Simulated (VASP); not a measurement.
# GaP2 (P4/mbm) in VASP: further runs

GaP2 is run at these levels: PBE; tasks: single point.

Program: VASP 6.6.1. These are calculated values, not measurements. Logs are shortened: lines on timing, memory, paths and dates and some standing lists are left out, and cuts for length are marked.

## Step 1: The cell of the first run

The structure is tetragonal, space group P4/mbm (No. 127). Conventional cell: a = 6.156 Å, b = 6.156 Å, c = 2.257 Å, α = 90.00°, β = 90.00°, γ = 90.00°. Within 3.0 Å of Ga (site symmetry 4/m) lie 2 Ga at 2.26 Å and 4 P at 2.27 Å. P (site symmetry m2m) has 7 P at 2.26 to 3.21 Å and 6 Ga at 2.27 to 3.20 Å within 3.3 Å.

The cell was built from a structure type or drawn by symmetry, and may not be a known phase.

## Step 2: Single point, PBE

The input, INCAR:

```
  ALGO = Normal
  EDIFF = 1E-7
  ENCUT = 520
  GGA = PE
  ISIF = 2
  ISMEAR = 0
  LASPH = True
  LCHARG = False
  LREAL = False
  LWAVE = False
  NBANDS = 32
  NELM = 80
  PREC = Accurate
  SIGMA = 0.1
```

The input, KPOINTS:

```
k-points
0
Gamma
  4 4 8
```

The input, POSCAR:

```
GaP2
1.0
    6.1561607100      0.0000000000      0.0000000000
    0.0000000000      6.1561607100      0.0000000000
    0.0000000000      0.0000000000      2.2573686800
Ga P
2 4
Direct
    0.0000000000      0.0000000000      0.0000000000
    0.5000000000      0.5000000000      0.0000000000
    0.1767953900      0.3232046100      0.0000000000
    0.3232046100      0.8232046100      0.0000000000
    0.8232046100      0.6767953900      0.0000000000
    0.6767953900      0.1767953900      0.0000000000
```

Potentials or basis: VASP PAW PBE potentials, release 64 (Ga_d, P).

Run with:

```sh
> cat potpaw_PBE.64/Ga_d/POTCAR potpaw_PBE.64/P/POTCAR > POTCAR
> mpirun -np 1 vasp_std > vasp.out
```

OUTCAR:

```text
EDIFF = 1E-7
   ENCUT = 520
   GGA = PE
   ISIF = 2
   ISMEAR = 0
   LASPH = True
   LREAL = False
   NELM = 80
   PREC = Accurate

 ion  position               nearest neighbor table
   1  0.000  0.000  0.000-   3 2.27   4 2.27   5 2.27   6 2.27
   2  0.500  0.500  0.000-   3 2.27   4 2.27   5 2.27   6 2.27
   3  0.177  0.323  0.000-   1 2.27   2 2.27
   4  0.323  0.823  0.000-   1 2.27   2 2.27
   5  0.823  0.677  0.000-   1 2.27   2 2.27
   6  0.677  0.177  0.000-   1 2.27   2 2.27

  LATTYP: Found a simple tetragonal cell.
 ALAT       =     6.1561607100
 C/A-ratio  =     0.3666844948

  Lattice vectors:

 A1 = (   6.1561607100,   0.0000000000,   0.0000000000)
 A2 = (   0.0000000000,   6.1561607100,   0.0000000000)
 A3 = (   0.0000000000,   0.0000000000,   2.2573686800)

Analysis of symmetry for initial positions (statically):
=====================================================================
 Subroutine PRICEL returns:
 Original cell was already a primitive cell.

 Routine SETGRP: Setting up the symmetry group for a
 simple tetragonal supercell.

 Subroutine GETGRP returns: Found 16 space group operations
 (whereof  8 operations were pure point group operations)
 out of a pool of 16 trial point group operations.

The static configuration has the point symmetry C_4h.
 The point group associated with its full space group is D_4h.

Analysis of symmetry for dynamics (positions and initial velocities):
=====================================================================
 Subroutine PRICEL returns:
 Original cell was already a primitive cell.

 Routine SETGRP: Setting up the symmetry group for a
 simple tetragonal supercell.

 Subroutine GETGRP returns: Found 16 space group operations
 (whereof  8 operations were pure point group operations)
 out of a pool of 16 trial point group operations.

The dynamic configuration has the point symmetry C_4h.
 The point group associated with its full space group is D_4h.

 Subroutine INISYM returns: Found 16 space group operations
 (whereof  8 operations are pure point group operations),
 and found     1 'primitive' translations

----------------------------------------------------------------------------------------

                                     Primitive cell

  volume of cell :      85.5505

  direct lattice vectors                    reciprocal lattice vectors
     6.156160710  0.000000000  0.000000000     0.162438904  0.000000000  0.000000000
     0.000000000  6.156160710  0.000000000     0.000000000  0.162438904  0.000000000
     0.000000000  0.000000000  2.257368680     0.000000000  0.000000000  0.442993654

  length of vectors
     6.156160710  6.156160710  2.257368680     0.162438904  0.162438904  0.442993654

  position of ions in fractional coordinates (direct lattice)
     0.000000000  0.000000000  0.000000000
     0.500000000  0.500000000  0.000000000
     0.176795390  0.323204610  0.000000000
     0.323204610  0.823204610  0.000000000
     0.823204610  0.676795390  0.000000000
     0.676795390  0.176795390  0.000000000

  ion indices of the primitive-cell ions
   primitive index   ion index
                 1           1
                 2           2
                 3           3
                 4           4
                 5           5
                 6           6

----------------------------------------------------------------------------------------

 KPOINTS: k-points

Automatic generation of k-mesh.
 Grid dimensions read from file:
 generate k-points for:    4    4    8

 Generating k-lattice:

  Cartesian coordinates                     Fractional coordinates (reciprocal lattice)
     0.040609726  0.000000000  0.000000000     0.250000000  0.000000000  0.000000000
     0.000000000  0.040609726  0.000000000     0.000000000  0.250000000  0.000000000
     0.000000000  0.000000000  0.055374207     0.000000000  0.000000000  0.125000000

  Length of vectors
     0.040609726  0.040609726  0.055374207

  Shift w.r.t. Gamma in fractional coordinates (k-lattice)
     0.000000000  0.000000000  0.000000000

 Subroutine IBZKPT returns following result:
 ===========================================

 Found     30 irreducible k-points:

 Following reciprocal coordinates:
            Coordinates               Weight
  0.000000  0.000000  0.000000      1.000000
  0.250000  0.000000  0.000000      4.000000
  0.500000  0.000000  0.000000      2.000000
  0.250000  0.250000  0.000000      4.000000
  0.500000  0.250000  0.000000      4.000000
  0.500000  0.500000  0.000000      1.000000
[... 16 lines left out ...]
  0.500000  0.250000  0.375000      8.000000
  0.500000  0.500000  0.375000      2.000000
 [... further k-points ...]
   k-points           NKPTS =     30   k-points in BZ     NKDIM =     30   number of bands    NBANDS=     32
   number of dos      NEDOS =    301   number of ions     NIONS =      6
   total plane-waves  NPLWV =  41472
   dimension x,y,z NGX =    48 NGY =   48 NGZ =   18
   dimension x,y,z NGXF=    96 NGYF=   96 NGZF=   36
   ions per type =               2   4
   NGX,Y,Z   is equivalent  to a cutoff of  12.96, 12.96, 13.26 a.u.
   NGXF,Y,Z  is equivalent  to a cutoff of  25.92, 25.92, 26.51 a.u.
 SYSTEM =  unknown system
   PREC   = accura    normal or accurate (medium, high low for compatibility)
   ISTART =      0    job   : 0-new  1-cont  2-samecut
   ICHARG =      2    charge: 1-file 2-atom 10-const
   ISPIN  =      1    spin polarized calculation?
   LNONCOLLINEAR =      F non collinear calculations
   LSORBIT =      F    spin-orbit coupling
   LASPH  =      T    aspherical Exc in radial PAW
   ENCUT  =  520.0 eV  38.22 Ry    6.18 a.u.  11.45 11.45  4.20*2*pi/ulx,y,z
   NELM   =     80;   NELMIN=  2; NELMDL= -5     # of ELM steps
   EDIFF  = 0.1E-06   stopping-criterion for ELM
   LREAL  =      F    real-space projection
   EDIFFG = 0.1E-05   stopping-criterion for IOM
   NSW    =      0    number of steps for IOM
   IBRION =     -1    ionic relax: 0-MD 1-quasi-New 2-CG
   NFREE  =      0    steps in history (QN), initial steepest desc. (CG)
   ISIF   =      2    stress and relaxation
   ISYM   =      2    0-nonsym 1-usesym 2-fastsym
   POTIM  = 0.5000    time-step for ionic-motion
   TEBEG  =    0.0;   TEEND  =   0.0 temperature during run
   PSTRESS=    0.0 pullay stress
   NELECT =      46.0000    total number of electrons
   NUPDOWN=      -1.0000    fix difference up-down
   EMIN   =  10.00;   EMAX   =-10.00  energy-range for DOS
   EFERMI =   0.00;   METHOD = LEGACY
   ISMEAR =     0;   SIGMA  =   0.10  broadening in eV -4-tet -1-fermi 0-gaus
   EFERMI_NEDOS =   21; number of points for ismear=-14 and -15
   IALGO  =     38    algorithm
   IMIX   =      4    mixing-type and parameters
     AMIX     =   0.40;   BMIX     =  1.00
     AMIX_MAG =   1.60;   BMIX_MAG =  1.00
  volume/ion in A,a.u.               =      14.26        96.22
  Fermi-wavevector in a.u.,A,eV,Ry     =   1.331231  2.515661 24.111906  1.772175
  Thomas-Fermi vector in A             =   2.460257
   LORBIT       =      0    0 simple, 1 ext, 2 COOP (PROOUT), +10 PAW based schemes
   GGA     = PE    functional components
   LHFCALC =     F    Hartree Fock is set to
   AEXX    =    0.0000 exact exchange contribution
   IVDW    =     0    specifies the selected vdW correction
   LEPSILON=     F    determine dielectric tensor
   LRPA    =     F    only Hartree local field effects (RPA)
 non-spin polarized calculation
 Gauss-broadening in eV      SIGMA  =   0.10
  energy-cutoff  :      520.00
  volume of cell :       85.55
 maximum number of plane-waves:      2332
 NGX is ok and might be reduce to    48
   NGX = 23   NGY = 23   NGZ =  9

 number of electron      46.0000012 magnetization

 Free energy of the ion-electron system (eV)
  ---------------------------------------------------
  ext. energy  EPLUGINS =         0.00000000
  ---------------------------------------------------
  free energy    TOTEN  =       -21.90704365 eV

  energy without entropy =      -21.88356920  energy(sigma->0) =      -21.89530642

 E-fermi :   9.1605     XC(G=0): -11.6127

 val. band max:        9.1604839999   @ k =   0.2500   0.0000   0.3750
 cond. band min:       9.1807509500   @ k =   0.2500   0.2500   0.1250
 fundamental gap:      0.0202669501
 Fermi energy:         9.1605168736

 k-point     1 :       0.0000    0.0000    0.0000
  band No.  band energies     occupation
      1      -7.2392      2.00000
      2      -7.1959      2.00000
      3      -6.9197      2.00000
      4      -6.9029      2.00000
      5      -6.5546      2.00000
      6      -6.3369      2.00000
[... 24 lines left out ...]
     31      16.4327      0.00000
     32      18.5671      0.00000

 k-point     2 :       0.2500    0.0000    0.0000
  band No.  band energies     occupation
      1      -7.2191      2.00000
      2      -7.1972      2.00000
      3      -6.8649      2.00000
      4      -6.7355      2.00000
      5      -6.6183      2.00000
      6      -6.3306      2.00000
[... 24 lines left out ...]
     31      18.5060      0.00000
     32      18.7091      0.00000

 k-point     3 :       0.5000    0.0000    0.0000
  band No.  band energies     occupation
      1      -7.2028      2.00000
      2      -7.2028      2.00000
      3      -6.7607      2.00000
      4      -6.7607      2.00000
      5      -6.3180      2.00000
      6      -6.3180      2.00000
[... 24 lines left out ...]
     31      19.0963      0.00000
     32      19.0964      0.00000

 k-point     4 :       0.2500    0.2500    0.0000
  band No.  band energies     occupation
      1      -7.2118      2.00000
      2      -7.1984      2.00000
      3      -6.8696      2.00000
      4      -6.6873      2.00000
      5      -6.4970      2.00000
      6      -6.3234      2.00000
[... 24 lines left out ...]
     31      18.8439      0.00000
     32      19.3173      0.00000

 k-point     5 :       0.5000    0.2500    0.0000
  band No.  band energies     occupation
      1      -7.2028      2.00000
      2      -7.2028      2.00000
      3      -6.8009      2.00000
      4      -6.8009      2.00000
      5      -6.3159      2.00000
      6      -6.3159      2.00000
[... 584 lines left out ...]
     31      15.2362      0.00000
     32      15.2362      0.00000

 k-point    22 :       0.2500    0.2500    0.3750
  band No.  band energies     occupation
      1      -6.6193      2.00000
      2      -6.6038      2.00000
      3      -6.6005      2.00000
      4      -6.5809      2.00000
      5      -6.4851      2.00000
      6      -6.4338      2.00000
[... 24 lines left out ...]
     31      14.7470      0.00000
     32      14.8324      0.00000

 k-point    23 :       0.5000    0.2500    0.3750
  band No.  band energies     occupation
      1      -6.6160      2.00000
      2      -6.6160      2.00000
      3      -6.5871      2.00000
      4      -6.5871      2.00000
      5      -6.4616      2.00000
      6      -6.4616      2.00000
[... 24 lines left out ...]
     31      15.3276      0.00000
     32      15.3276      0.00000

 k-point    24 :       0.5000    0.5000    0.3750
  band No.  band energies     occupation
      1      -6.6215      2.00000
      2      -6.6215      2.00000
      3      -6.5802      2.00000
      4      -6.5802      2.00000
      5      -6.4671      2.00000
      6      -6.4671      2.00000
[... 24 lines left out ...]
     31      15.3242      0.00000
     32      15.3242      0.00000

 [... further k-points ...]

------------------------ aborting loop because EDIFF is reached ----------------------------------------

  FORCE on cell =-STRESS in cart. coord.  units (eV):
  Direction    XX          YY          ZZ          XY          YZ          ZX
  --------------------------------------------------------------------------------------
  -------------------------------------------------------------------------------------
  Total       18.7383277     18.7383277     19.7660482      0.0000000      0.0000000      0.0000000
  in kB      350.9288065    350.9288065    370.1758130      0.0000000      0.0000000      0.0000000
  external PRESSURE =     357.3444754 kB  Pullay stress =       0.0000000 kB

 VOLUME and BASIS-vectors are now :
 -----------------------------------------------------------------------------
  energy-cutoff  :      520.00
  volume of cell :       85.55
      direct lattice vectors                 reciprocal lattice vectors
     6.156160710  0.000000000  0.000000000     0.162438904  0.000000000  0.000000000
     0.000000000  6.156160710  0.000000000     0.000000000  0.162438904  0.000000000
     0.000000000  0.000000000  2.257368680     0.000000000  0.000000000  0.442993654

 POSITION                                       TOTAL-FORCE (eV/Angst)
 -----------------------------------------------------------------------------------
      0.00000      0.00000      0.00000         0.000000      0.000000      0.000000
      3.07808      3.07808      0.00000         0.000000      0.000000      0.000000
      1.08838      1.98970      0.00000        -1.036714      1.036714      0.000000
      1.98970      5.06778      0.00000         1.036714      1.036714      0.000000
      5.06778      4.16646      0.00000         1.036714     -1.036714     -0.000000
      4.16646      1.08838      0.00000        -1.036714     -1.036714      0.000000
 -----------------------------------------------------------------------------------
    total drift:                                0.000000     -0.000000      0.000000

  FREE ENERGIE OF THE ION-ELECTRON SYSTEM (eV)
  ---------------------------------------------------
  free  energy   TOTEN  =       -21.9070436477 eV

  energy  without entropy=      -21.8835692015  energy(sigma->0) =      -21.89530642
```

Wall time 36 s (1 thread of Intel Xeon 6975P-C (Granite Rapids), shared host); peak memory 0.22 GiB.

Results:

```yaml
Free_energy: -21.9070 eV
Pressure: 35.7 GPa
Largest_force: 1.466 eV/Å
Band_gap_on_the_k_mesh: zero (bands 23 and 24 overlap by 2.46 eV)
```

Forces in eV/Å, atoms in the order of the input:
```
Ga   0.000  0.000  0.000
Ga   0.000  0.000  0.000
P   -1.037  1.037  0.000
P    1.037  1.037  0.000
P    1.037 -1.037  0.000
P   -1.037 -1.037  0.000
```

Caveat: the cell stands under pressure; forces of over 1 eV/Å act on the atoms, so gaps and moduli don't describe the material at rest.

## Step 3: Single point, PBE

This run uses another cell than the first one, of 18.53 Å³/atom.

The input, INCAR:

```
SYSTEM = GaP2
  PREC = Accurate
  ENCUT = 520
  EDIFF = 1E-6
  ISMEAR = 0
  SIGMA = 0.1
  LREAL = .False.
  LASPH = .True.
  NELM = 80
  ALGO = Normal
  ISIF = 2
  LWAVE = .False.
  LCHARG = .False.
  GGA = PE
  NBANDS = 32
```

The input, KPOINTS:

```
regular mesh
0
Gamma
  4 4 8
  0 0 0
```

The input, POSCAR:

```
GaP2
1.0
    6.5949029496      0.0000000000      0.0000000000
    0.0000000000      6.5949029496      0.0000000000
    0.0000000000      0.0000000000      2.5556029683
Ga P
2 4
Direct
    0.0000000000      0.0000000000      0.0000000000
    0.5000000000      0.5000000000      0.0000000000
    0.1144949155      0.3855050845      0.0000000000
    0.3855050845      0.8855050845      0.0000000000
    0.8855050845      0.6144949155      0.0000000000
    0.6144949155      0.1144949155      0.0000000000
```

Potentials or basis: VASP PAW PBE potentials, release 64 (Ga_d, P).

Run with:

```sh
> cat potpaw_PBE.64/Ga_d/POTCAR potpaw_PBE.64/P/POTCAR > POTCAR
> mpirun -np 1 vasp_std > vasp.out
```

Run time: 45 s. Hardware: 1 thread of Intel Xeon 6975P-C (Granite Rapids), shared host; peak memory 0.26 GiB.

Results (log left out):

```
Free energy            : -26.9930 eV
Pressure               : -0.1 GPa
Largest force          : 0.053 eV/Å
Band gap on the k mesh : zero (bands 23 and 24 overlap by 3.96 eV)
```

Forces on the atoms (eV/Å):
```
Ga   0.000  0.000  0.000
Ga   0.000  0.000  0.000
P   -0.038  0.038  0.000
P    0.038  0.038  0.000
P    0.038 -0.038  0.000
P   -0.038 -0.038  0.000
```

Stress tensor (GPa, compression positive):
```
-0.10  0.00  0.00
 0.00 -0.10  0.00
 0.00  0.00  0.05
```

Levels at points of the mesh, in eV from the Fermi level:
```tsv
k point	band 19	band 20	band 21	band 22	band 23	band 24	band 25	band 26
(0.00, 0.00, 0.00)	-4.75	-1.62	-0.53	1.38	1.38	2.50	2.74	2.74
(0.50, 0.00, 0.00)	-3.46	-3.46	-1.20	-1.20	1.90	1.90	3.20	3.20
(0.50, 0.50, 0.00)	-3.49	-3.49	-2.10	-2.10	2.32	2.32	2.62	2.62
(0.00, 0.00, 0.50)	-3.65	-3.56	-2.07	-2.07	-1.74	-1.64	-0.79	2.17
(0.50, 0.00, 0.50)	-3.76	-3.76	-1.43	-1.43	-0.99	-0.99	-0.28	-0.28
(0.50, 0.50, 0.50)	-2.36	-2.36	-2.31	-2.31	-0.54	-0.54	-0.26	-0.26
```
